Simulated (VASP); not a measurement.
# Al3GaN4 (Pm) in VASP: further runs, part 2 of 2

VASP 6.6.1.

## Step 3: Single point, PBEsol (mode 10 (414.8 1/cm) frozen in, largest displacement +0.120 Å)

Contents of INCAR:

```
SYSTEM = Al3GaN4
  PREC = Accurate
  ENCUT = 520
  EDIFF = 1E-7
  ISMEAR = 0
  SIGMA = 0.05
  LREAL = .FALSE.
  LASPH = .TRUE.
  NELM = 100
  ALGO = Normal
  ISIF = 2
  LWAVE = .FALSE.
  LCHARG = .FALSE.
  GGA = PS
  NBANDS = 31
```

Contents of KPOINTS:

```
regular mesh
0
G
  6 8 4
  0 0 0
```

Contents of POSCAR:

```
Al3GaN4
1.0
    5.0434079713      0.0000000000      0.0001149907
    0.0000000000      3.1300738974      0.0000000000
   -0.0032362569      0.0000000000      5.4179919474
Al Ga N
3 1 4
Direct
    0.5010948904      0.5000000000      0.1894638162
    0.0128915476      0.5000000000      0.8342452457
   -0.0066306707      0.0000000000      0.3276913771
    0.4961819929      0.0000000000      0.6549204732
    0.1128360994      0.0000000000      0.6581216686
    0.1237522269      0.5000000000      0.1734846308
    0.6256891152      0.5000000000      0.8543927842
    0.6259307352      0.0000000000      0.3362740924
```

Potentials or basis: VASP PAW PBE potentials, release 64 (Al, Ga_d, N).

Command:

```sh
$ cat potpaw_PBE.64/Al/POTCAR potpaw_PBE.64/Ga_d/POTCAR potpaw_PBE.64/N/POTCAR > POTCAR
$ mpirun -np 1 vasp_std > vasp.out
```

OUTCAR:

```text
SYSTEM = Al3GaN4
   PREC = Accurate
   ENCUT = 520
   EDIFF = 1E-7
   ISMEAR = 0
   LREAL = .FALSE.
   LASPH = .TRUE.
   NELM = 100
   ISIF = 2
   GGA = PS

 ion  position               nearest neighbor table
   1  0.501  0.500  0.189-   8 1.86   8 1.86   6 1.91   7 1.92   4 2.97   4 2.97   3 3.03   3 3.03
                             3 3.09   3 3.09   2 3.12   2 3.22
   2  0.013  0.500  0.834-   5 1.90   5 1.90   6 1.92   7 1.96   4 3.06   4 3.06   3 3.10   3 3.10
                             1 3.12   3 3.16   3 3.16   1 3.22
   3  0.993  0.000  0.328-   8 1.85   5 1.89   6 1.89   6 1.89   1 3.03   1 3.03   4 3.07   4 3.09
                             1 3.09   1 3.09   2 3.10   2 3.10   2 3.16   2 3.16
   4  0.496  0.000  0.655-   8 1.85   5 1.93   7 2.01   7 2.01   1 2.97   1 2.97   2 3.06   2 3.06
                             3 3.07   3 3.09
   5  0.113  0.000  0.658-   3 1.89   2 1.90   2 1.90   4 1.93
   6  0.124  0.500  0.173-   3 1.89   3 1.89   1 1.91   2 1.92
   7  0.626  0.500  0.854-   1 1.92   2 1.96   4 2.01   4 2.01
   8  0.626  0.000  0.336-   4 1.85   3 1.85   1 1.86   1 1.86

  LATTYP: Found a simple monoclinic cell.
 ALAT       =     5.0434079726
 B/A-ratio  =     0.6206267497
 C/A-ratio  =     1.0742721873
 COS(beta)  =    -0.0005745164

  Lattice vectors:

[... 194 lines left out ...]
 cond. band min:       9.2510981235   @ k =   0.0000   0.0000   0.0000
 fundamental gap:      2.9958676832
 Fermi energy:         6.4752842813

 k-point     1 :       0.0000    0.0000    0.0000
  band No.  band energies     occupation
      1      -9.6939      2.00000
      2      -8.3884      2.00000
      3      -7.7734      2.00000
      4      -7.2953      2.00000
      5      -6.9039      2.00000
      6      -6.8643      2.00000
[... 805 lines left out ...]
     30      16.5325      0.00000
     31      16.9472      0.00000

 [... further k-points ...]
[... 5 lines left out ...]
  --------------------------------------------------------------------------------------
  -------------------------------------------------------------------------------------
  Total        0.4657983     -0.4484085      0.8957263      0.0000000      0.0000000     -0.8822660
  in kB        8.7255225     -8.3997697     16.7791082      0.0000000      0.0000000    -16.5269629
  external PRESSURE =       5.7016203 kB  Pullay stress =       0.0000000 kB

 VOLUME and BASIS-vectors are now :
 -----------------------------------------------------------------------------
  energy-cutoff  :      520.00
  volume of cell :       85.53
      direct lattice vectors                 reciprocal lattice vectors
     5.043407971  0.000000000  0.000114991     0.198278623  0.000000000  0.000118435
     0.000000000  3.130073897  0.000000000     0.000000000  0.319481275  0.000000000
    -0.003236257  0.000000000  5.417991947    -0.000004208  0.000000000  0.184570224

 POSITION                                       TOTAL-FORCE (eV/Angst)
 -----------------------------------------------------------------------------------
      2.52661      1.56504      1.02657        -0.165857      0.000000     -1.971831
      0.06232      1.56504      4.51994        -0.885246      0.000000      0.089755
      5.00891      0.00000      1.77554         0.775398      0.000000      0.290681
      2.50033      0.00000      3.54841         0.474292      0.000000      2.893102
      0.56695      0.00000      3.56571        -0.078728      0.000000      0.405914
      0.62357      1.56504      0.93995        -0.054052      0.000000     -0.295167
      3.15284      1.56504      4.62917        -0.000877      0.000000     -0.684066
      3.15574      0.00000      1.82200        -0.064930      0.000000     -0.728388
 -----------------------------------------------------------------------------------
    total drift:                               -0.000803     -0.000000     -0.000156

  FREE ENERGIE OF THE ION-ELECTRON SYSTEM (eV)
  ---------------------------------------------------
  free  energy   TOTEN  =       -59.7507432000 eV

  energy  without entropy=      -59.7507432000  energy(sigma->0) =      -59.75074320
```

Wall time 2.5 min (1 thread of Intel Xeon 6975P-C, shared host); peak memory 0.29 GiB.

Results:

| Quantity | Value |
| --- | --- |
| Free energy | -59.7507 eV |
| Pressure | 0.6 GPa |
| Largest force | 2.932 eV/Å |
| Band gap on the k mesh | 3.00 eV, direct |

Forces on the atoms (eV/Å):
```
Al  -0.166  0.000 -1.972
Al  -0.885  0.000  0.090
Al   0.775  0.000  0.291
Ga   0.474  0.000  2.893
N   -0.079  0.000  0.406
N   -0.054  0.000 -0.295
N   -0.001  0.000 -0.684
N   -0.065  0.000 -0.728
```

Caveat: the cell differs from its parent crystal (mode 10 (414.8 1/cm) frozen in, largest displacement +0.120 Å); the PAW data sets were made with another functional, which shifts forces and pressure a little. A k mesh can miss the band edges.
